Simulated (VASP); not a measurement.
The system is Nb.

```
Nb
1.0
    -1.66395    1.66395    1.66395
     1.66395   -1.66395    1.66395
     1.66395    1.66395   -1.66395
Nb
1
Direct
  0.00000 0.00000 0.00000
```

| Item | Value |
| --- | --- |
| Program | VASP 6.6.1 |
| Task | relaxation of cell and atoms |
| Functional | PBEsol |
| Potentials or basis | VASP PAW PBE potentials, release 64 (Nb_sv) |
| Cutoff | 600 eV |
| k mesh | 10 × 10 × 10 |
| Occupations | fermi-dirac, width 0.05 eV |
| Spin | no spin polarisation |

At the start: pressure -8.3 GPa; volume 18.43 Å³/atom.

Task: How do energy, volume and symmetry change on relaxing?

Result: Over 3 steps the energy falls by 25.2 meV/atom and the volume is 17.51 Å³/atom (-5.0 %); space group Im-3m (No. 229, to 0.05 Å).

The path:
| step | energy change (eV) | largest force (eV/Å) | pressure (GPa) | volume (Å³) |
| --- | --- | --- | --- | --- |
| 1 | 0.0000 | 0.0000 | -8.34 | 18.43 |
| 2 | 0.0527 | 0.0000 | 17.66 | 15.99 |
| 3 | -0.0252 | 0.0000 | -0.22 | 17.51 |

Final structure:
```
CELL_PARAMETERS angstrom
-1.63593 1.63593 1.63593
1.63593 -1.63593 1.63593
1.63593 1.63593 -1.63593
ATOMIC_POSITIONS crystal
Nb 0.00000 0.00000 0.00000
```

Caveat: the PAW data sets were made with another functional, which shifts forces and pressure a little.
